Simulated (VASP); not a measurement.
Set up this calculation in VASP 6.6.1, as the native input.

* Task: single point
* Functional: PBE
* Potentials or basis: VASP PAW PBE potentials, release 64 (Al, O)
* Cutoff: 520 eV
* k mesh: 12 × 12 × 6
* Occupations: fermi-dirac, width 0.02 eV
* Spin: no spin polarisation
* Dipole correction: no
* Further INCAR settings: ALGO = Normal; EDIFF = 1e-06; NBANDS = 20

The structure of Al2O3 lies in POSCAR:

```
Al2O3
1.0
    2.8882294715      0.0000000000      0.0000000000
   -1.4441147358      2.5012800943      0.0000000000
    0.0000000000      0.0000000000      7.5302785065
Al O
2 3
Direct
    0.3333333333      0.6666666667      0.1827987312
    0.6666666667      0.3333333333      0.8172012688
    0.0000000000      0.0000000000      0.0000000000
    0.3333333333      0.6666666667      0.7268084405
    0.6666666667      0.3333333333      0.2731915595
```

One way to write it, as run:

INCAR

```
PREC = Accurate ; ENCUT = 520
EDIFF = 1E-6 ; ISMEAR = -1
SIGMA = 0.02 ; LREAL = False
LASPH = True ; NELM = 60
ALGO = Normal ; ISIF = 2
LWAVE = False ; LCHARG = True
GGA = PE ; LELF = True
LVHAR = True ; NBANDS = 20
```

KPOINTS

```
Automatic mesh
0
Gamma
  12 12 6
```

Potentials or basis: VASP PAW PBE potentials, release 64 (Al, O).

The run is started by

```console
$ cat potpaw_PBE.64/Al/POTCAR potpaw_PBE.64/O/POTCAR > POTCAR
$ mpirun -np 1 vasp_std > vasp.out
```

Results of the run:

```
Pressure               : 0.0 GPa
Largest force          : 0.040 eV/Å
Band gap on the k mesh : 4.73 eV (least direct gap 4.87 eV)
```

Wall time 40 s on 1 thread of Intel(R) Xeon(R) 6975P-C (Granite Rapids), with other jobs on the host, peak memory 0.22 GiB.
